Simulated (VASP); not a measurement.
# Hf5Se8S2 (Cm) in VASP: single point with PBE+D3(BJ)

Aim: the single point of Hf5Se8S2 with PBE+D3(BJ).

Everything below comes from runs of VASP 6.6.1. Logs are shortened: lines on timing, memory, paths and dates and some standing lists are left out, and cuts for length are marked.

### Step 1. The cell of the first run

The structure is monoclinic, space group Cm (No. 8). Conventional cell: a = 6.519 Å, b = 18.819 Å, c = 6.262 Å, α = 90.00°, β = 90.00°, γ = 90.00°. Within 3.5 Å of Hf (site symmetry 1) lie 5 Se at 2.63 Å and 1 S at 2.63 Å. Hf (site symmetry m) has 6 Se at 2.63 Å within 3.5 Å. Within 3.5 Å of Hf (site symmetry 1) lie 2 S at 2.63 Å and 4 Se at 2.63 Å. Within 3.5 Å of Se (site symmetry m) lie 3 Hf at 2.63 Å. Within 3.5 Å of Se (site symmetry 1) lie 3 Hf at 2.63 Å. Se (site symmetry 1) has 3 Hf at 2.63 Å within 3.5 Å. Se (site symmetry 1) has 3 Hf at 2.63 Å within 3.5 Å. Within 3.5 Å of Se (site symmetry m) lie 3 Hf at 2.63 Å.

### Step 2. Single point, PBE+D3(BJ)

Contents of INCAR:

```
PREC = Accurate
ENCUT = 520
EDIFF = 1E-7
ISMEAR = 0
SIGMA = 0.1
LREAL = Auto
LASPH = True
NELM = 100
ALGO = Normal
ISIF = 2
LWAVE = False
LCHARG = False
GGA = PE
IVDW = 12
NBANDS = 68
```

Contents of KPOINTS:

```
Automatic mesh
0
Gamma
  4 4 4
```

Contents of POSCAR:

```
Hf5Se8S2
1.0
    0.0000000000      0.0000000000     -6.2621407200
    0.0000000000      6.5191395200      0.0000000000
    9.4095673900     -3.2595697600      0.0000000000
Hf Se S
5 8 2
Direct
    0.0000000000      0.0000000000      0.0000000000
    0.0000000000      0.2000000000      0.4000000000
    0.0000000000      0.6000000000      0.2000000000
    0.0000000000      0.4000000000      0.8000000000
    0.0000000000      0.8000000000      0.6000000000
    0.2360479500      0.2666666700      0.2000000000
    0.2360479500      0.4666666700      0.6000000000
    0.2360479500      0.8666666700      0.4000000000
    0.2360479500      0.6666666700      0.0000000000
    0.2360479500      0.0666666700      0.8000000000
    0.7639520500      0.3333333300      1.0000000000
    0.7639520500      0.5333333300      0.4000000000
    0.7639520500      0.9333333300      0.2000000000
    0.7639520500      0.7333333300      0.8000000000
    0.7639520500      0.1333333300      0.6000000000
```

Potentials or basis: VASP PAW PBE potentials, release 64 (Hf_pv, Se, S).

Command:

```sh
$ cat potpaw_PBE.64/Hf_pv/POTCAR potpaw_PBE.64/Se/POTCAR potpaw_PBE.64/S/POTCAR > POTCAR
$ mpirun -np 1 vasp_std > vasp.out
```

OUTCAR:

```text
PREC = Accurate
   ENCUT = 520
   EDIFF = 1E-7
   ISMEAR = 0
   LREAL = Auto
   LASPH = True
   NELM = 100
   ISIF = 2
   GGA = PE
   IVDW = 12
 IVDW          = 12

 ion  position               nearest neighbor table
   1  0.000  0.000  0.000-   9 2.63  11 2.63  10 2.63   6 2.63  14 2.63  13 2.63   2 3.76   5 3.76
                             3 3.76   4 3.76   3 3.76   4 3.76
   2  0.000  0.200  0.400-  12 2.63   8 2.63   6 2.63  13 2.63   7 2.63  15 2.63   1 3.76   4 3.76
                             3 3.76   5 3.76   3 3.76   5 3.76
   3  0.000  0.600  0.200-  13 2.63   6 2.63  12 2.63   8 2.63   9 2.63  11 2.63   5 3.76   4 3.76
                             2 3.76   2 3.76   1 3.76   1 3.76
   4  0.000  0.400  0.800-  10 2.63  14 2.63   7 2.63  15 2.63   9 2.63  11 2.63   2 3.76   3 3.76
                             5 3.76   5 3.76   1 3.76   1 3.76
   5  0.000  0.800  0.600-   7 2.63  15 2.63  14 2.63  10 2.63  12 2.63   8 2.63   1 3.76   3 3.76
                             4 3.76   2 3.76   4 3.76   2 3.76
   6  0.236  0.267  0.200-   3 2.63   2 2.63   1 2.63
   7  0.236  0.467  0.600-   5 2.63   4 2.63   2 2.63
   8  0.236  0.867  0.400-   2 2.63   3 2.63   5 2.63
   9  0.236  0.667  0.000-   1 2.63   3 2.63   4 2.63
  10  0.236  0.067  0.800-   4 2.63   5 2.63   1 2.63
  11  0.764  0.333  0.000-   1 2.63   3 2.63   4 2.63
  12  0.764  0.533  0.400-   2 2.63   3 2.63   5 2.63
  13  0.764  0.933  0.200-   3 2.63   2 2.63   1 2.63
  14  0.764  0.733  0.800-   4 2.63   5 2.63   1 2.63
  15  0.764  0.133  0.600-   5 2.63   4 2.63   2 2.63

  LATTYP: Found a base centered orthorhombic cell.
 ALAT       =     6.5191395200
 B/A-ratio  =     2.8867513454
 C/A-ratio  =     0.9605778034

  Lattice vectors:

 A1 = (  -9.4095673900,   3.2595697600,   0.0000000000)
 A2 = (   9.4095673900,   3.2595697600,   0.0000000000)
 A3 = (   0.0000000000,   0.0000000000,  -6.2621407200)

Analysis of symmetry for initial positions (statically):
=====================================================================
 Subroutine PRICEL returns:
 Original cell was already a primitive cell.

 Routine SETGRP: Setting up the symmetry group for a
 base centered orthorhombic supercell.

 Subroutine GETGRP returns: Found  2 space group operations
 (whereof  1 operations were pure point group operations)
 out of a pool of  8 trial point group operations.

The static configuration has the point symmetry C_1 .
 The point group associated with its full space group is C_1h.

Analysis of symmetry for dynamics (positions and initial velocities):
=====================================================================
 Subroutine PRICEL returns:
 Original cell was already a primitive cell.

 Routine SETGRP: Setting up the symmetry group for a
 base centered orthorhombic supercell.

 Subroutine GETGRP returns: Found  2 space group operations
 (whereof  1 operations were pure point group operations)
 out of a pool of  8 trial point group operations.

The dynamic configuration has the point symmetry C_1 .
 The point group associated with its full space group is C_1h.

 Subroutine INISYM returns: Found  2 space group operations
 (whereof  1 operations are pure point group operations),
 and found     1 'primitive' translations

----------------------------------------------------------------------------------------

                                     Primitive cell

  volume of cell :     384.1340

  direct lattice vectors                    reciprocal lattice vectors
     0.000000000  0.000000000 -6.262140720     0.000000000  0.000000000 -0.159689800
     0.000000000  6.519139520  0.000000000     0.053137406  0.153394477  0.000000000
     9.409567390 -3.259569760  0.000000000     0.106274811  0.000000000  0.000000000

  length of vectors
     6.262140720  6.519139520  9.958150104     0.159689800  0.162337456  0.106274811

  position of ions in fractional coordinates (direct lattice)
     0.000000000  0.000000000  0.000000000
     0.000000000  0.200000000  0.400000000
     0.000000000  0.600000000  0.200000000
     0.000000000  0.400000000  0.800000000
     0.000000000  0.800000000  0.600000000
     0.236047950  0.266666670  0.200000000
     0.236047950  0.466666670  0.600000000
     0.236047950  0.866666670  0.400000000
[... 39 lines left out ...]
     0.026568703  0.000000000  0.000000000     0.000000000  0.000000000  0.250000000

  Length of vectors
     0.039922450  0.040584364  0.026568703

  Shift w.r.t. Gamma in fractional coordinates (k-lattice)
     0.000000000  0.000000000  0.000000000

 Subroutine IBZKPT returns following result:
 ===========================================

 Found     24 irreducible k-points:

 Following reciprocal coordinates:
            Coordinates               Weight
  0.000000  0.000000  0.000000      1.000000
  0.250000  0.000000  0.000000      2.000000
  0.500000  0.000000  0.000000      1.000000
  0.000000  0.250000  0.000000      4.000000
  0.250000  0.250000  0.000000      4.000000
  0.250000 -0.250000 -0.000000      4.000000
[... 16 lines left out ...]
  0.250000  0.000000  0.500000      2.000000
  0.500000  0.000000  0.500000      1.000000
   k-points           NKPTS =     24   k-points in BZ     NKDIM =     24   number of bands    NBANDS=     68
   number of dos      NEDOS =    301   number of ions     NIONS =     15
   total plane-waves  NPLWV = 184320
   dimension x,y,z NGX =    48 NGY =   48 NGZ =   80
   dimension x,y,z NGXF=    96 NGYF=   96 NGZF=  160
   ions per type =               5   8   2
   NGX,Y,Z   is equivalent  to a cutoff of  12.74, 12.24, 13.36 a.u.
   NGXF,Y,Z  is equivalent  to a cutoff of  25.49, 24.48, 26.71 a.u.
 SYSTEM =  unknown system
   PREC   = accura    normal or accurate (medium, high low for compatibility)
   ISTART =      0    job   : 0-new  1-cont  2-samecut
   ICHARG =      2    charge: 1-file 2-atom 10-const
   ISPIN  =      1    spin polarized calculation?
   LNONCOLLINEAR =      F non collinear calculations
   LSORBIT =      F    spin-orbit coupling
   LASPH  =      T    aspherical Exc in radial PAW
   ENCUT  =  520.0 eV  38.22 Ry    6.18 a.u.  11.64 12.12 18.52*2*pi/ulx,y,z
   NELM   =    100;   NELMIN=  2; NELMDL= -5     # of ELM steps
   EDIFF  = 0.1E-06   stopping-criterion for ELM
   LREAL  =      T    real-space projection
   EDIFFG = 0.1E-05   stopping-criterion for IOM
   NSW    =      0    number of steps for IOM
   IBRION =     -1    ionic relax: 0-MD 1-quasi-New 2-CG
   NFREE  =      0    steps in history (QN), initial steepest desc. (CG)
   ISIF   =      2    stress and relaxation
   ISYM   =      2    0-nonsym 1-usesym 2-fastsym
   POTIM  = 0.5000    time-step for ionic-motion
   TEBEG  =    0.0;   TEEND  =   0.0 temperature during run
   PSTRESS=    0.0 pullay stress
   NELECT =     110.0000    total number of electrons
   NUPDOWN=      -1.0000    fix difference up-down
   EMIN   =  10.00;   EMAX   =-10.00  energy-range for DOS
   EFERMI =   0.00;   METHOD = LEGACY
   ISMEAR =     0;   SIGMA  =   0.10  broadening in eV -4-tet -1-fermi 0-gaus
   EFERMI_NEDOS =   21; number of points for ismear=-14 and -15
   IALGO  =     38    algorithm
   IMIX   =      4    mixing-type and parameters
     AMIX     =   0.40;   BMIX     =  1.00
     AMIX_MAG =   1.60;   BMIX_MAG =  1.00
  volume/ion in A,a.u.               =      25.61       172.82
  Fermi-wavevector in a.u.,A,eV,Ry     =   1.079058  2.039124 15.842165  1.164366
  Thomas-Fermi vector in A             =   2.215013
   LORBIT       =      0    0 simple, 1 ext, 2 COOP (PROOUT), +10 PAW based schemes
   GGA     = PE    functional components
   LHFCALC =     F    Hartree Fock is set to
   AEXX    =    0.0000 exact exchange contribution
   IVDW    =    12    specifies the selected vdW correction
   LEPSILON=     F    determine dielectric tensor
   LRPA    =     F    only Hartree local field effects (RPA)
 non-spin polarized calculation
 Gauss-broadening in eV      SIGMA  =   0.10
  energy-cutoff  :      520.00
  volume of cell :      384.13
 maximum number of plane-waves:     10367
 NGX is ok and might be reduce to    48
   NGX = 23   NGY = 25   NGZ = 37

 number of electron     109.9999990 magnetization

 Free energy of the ion-electron system (eV)
  ---------------------------------------------------
  ext. energy  EPLUGINS =         0.00000000
  ---------------------------------------------------
  free energy    TOTEN  =      -106.26189584 eV

  energy without entropy =     -106.26189584  energy(sigma->0) =     -106.26189584

 E-fermi :   3.1154     XC(G=0):  -9.3048

 val. band max:        2.6976465283   @ k =   0.0000   0.0000   0.2500
 cond. band min:       3.5308381774   @ k =   0.5000   0.5000   0.0000
 fundamental gap:      0.8331916491
 Fermi energy:         3.1153608983

 k-point     1 :       0.0000    0.0000    0.0000
  band No.  band energies     occupation
      1     -28.4583      2.00000
      2     -28.4381      2.00000
      3     -28.4299      2.00000
      4     -28.4269      2.00000
      5     -28.4142      2.00000
      6     -28.4048      2.00000
[... 1669 lines left out ...]
     66       5.8720      0.00000
     67       5.9755      0.00000
 [bands above 67 left out]

------------------------ aborting loop because EDIFF is reached ----------------------------------------

 Edisp (eV)   -5.13433

 E8    (eV) :    -2.3167

  FORCE on cell =-STRESS in cart. coord.  units (eV):
  Direction    XX          YY          ZZ          XY          YZ          ZX
  --------------------------------------------------------------------------------------
  -------------------------------------------------------------------------------------
  Total      -0.94588    -0.89868     5.79784     0.00000     0.00740     0.00000
  in kB      -3.94516    -3.74827    24.18210     0.00000     0.03086     0.00000
  external pressure =        5.50 kB  Pullay stress =        0.00 kB

 VOLUME and BASIS-vectors are now :
 -----------------------------------------------------------------------------
  energy-cutoff  :      520.00
  volume of cell :      384.13
      direct lattice vectors                 reciprocal lattice vectors
     0.000000000  0.000000000 -6.262140720     0.000000000  0.000000000 -0.159689800
     0.000000000  6.519139520  0.000000000     0.053137406  0.153394477  0.000000000
     9.409567390 -3.259569760  0.000000000     0.106274811  0.000000000  0.000000000

 POSITION                                       TOTAL-FORCE (eV/Angst)
 -----------------------------------------------------------------------------------
      0.00000      0.00000      0.00000        -0.609476     -0.332961      0.560903
      3.76383      0.00000      0.00000         0.609476     -0.332961      0.560903
      1.88191      3.25957      0.00000         0.000000      0.034498      0.063524
      7.52765      0.00000      0.00000        -0.580274      0.316182      1.057903
      5.64574      3.25957      0.00000         0.580274      0.316182      1.057903
      1.88191      1.08652     -1.47817         0.000000     -0.048397     -1.020145
      5.64574      1.08652     -1.47817         0.030223      0.026012     -0.961211
      3.76383      4.34609     -1.47817         0.069197     -0.005369     -1.002085
      0.00000      4.34609     -1.47817        -0.069197     -0.005369     -1.002085
      7.52765     -2.17305     -1.47817        -0.030223      0.026012     -0.961211
      0.00000      2.17305     -4.78398        -0.032324     -0.002043      1.019451
      3.76383      2.17305     -4.78398         0.032324     -0.002043      1.019451
      1.88191      5.43262     -4.78398         0.000000      0.021834      1.028337
      7.52765      2.17305     -4.78398        -0.006085     -0.005789     -0.710820
      5.64574     -1.08652     -4.78398         0.006085     -0.005789     -0.710820
 -----------------------------------------------------------------------------------
    total drift:                               -0.000001      0.007648     -0.017776

  FREE ENERGIE OF THE ION-ELECTRON SYSTEM (eV)
  ---------------------------------------------------
  free  energy   TOTEN  =      -111.3962232705 eV

  energy  without entropy=     -111.3962232703  energy(sigma->0) =     -111.39622327
```

It took 23 min on 1 thread of Intel Xeon Platinum 8259CL at 2.50GHz (Skylake/Cascade Lake), shared host; peak memory 0.67 GiB.

What came out:

* Free energy: -111.3962 eV
* Pressure: 0.5 GPa
* Largest force: 1.247 eV/Å
* Band gap on the k mesh: 0.83 eV (least direct gap 0.99 eV)
* Dispersion energy per atom: -0.342 eV

Forces in eV/Å, atoms in the order of the input:
```
Hf  -0.609 -0.333  0.561
Hf   0.609 -0.333  0.561
Hf   0.000  0.034  0.064
Hf  -0.580  0.316  1.058
Hf   0.580  0.316  1.058
Se   0.000 -0.048 -1.020
Se   0.030  0.026 -0.961
Se   0.069 -0.005 -1.002
Se  -0.069 -0.005 -1.002
Se  -0.030  0.026 -0.961
Se  -0.032 -0.002  1.019
Se   0.032 -0.002  1.019
Se   0.000  0.022  1.028
S   -0.006 -0.006 -0.711
S    0.006 -0.006 -0.711
```

Levels at points of the mesh, in eV from the valence-band top:
```csv
k point,band 51,band 52,band 53,band 54,band 55,band 56,band 57,band 58,band 59,band 60
"(0.00, 0.00, 0.00)",-0.92,-0.90,-0.05,-0.03,-0.03,1.58,1.58,1.89,1.90,1.97
"(0.50, 0.00, 0.00)",-1.42,-0.98,-0.97,-0.13,-0.13,1.55,1.55,1.76,1.80,2.07
"(0.00, 0.50, 0.00)",-1.36,-1.15,-1.10,-0.48,-0.45,0.97,1.46,1.49,1.62,1.63
"(0.50, 0.50, 0.00)",-1.05,-1.04,-0.99,-0.80,-0.79,0.83,1.34,1.39,1.60,1.62
"(0.00, 0.00, 0.50)",-1.37,-0.94,-0.85,-0.12,-0.02,0.97,1.78,1.81,2.05,2.10
"(0.50, 0.00, 0.50)",-1.03,-1.02,-0.97,-0.93,-0.90,0.83,1.84,1.86,1.96,2.01
```

Caveat: spin-orbit coupling is left out, which moves the levels of the heavy elements; forces of over 1 eV/Å act on the atoms, so gaps and moduli don't describe the material at rest. A k mesh can miss the band edges.
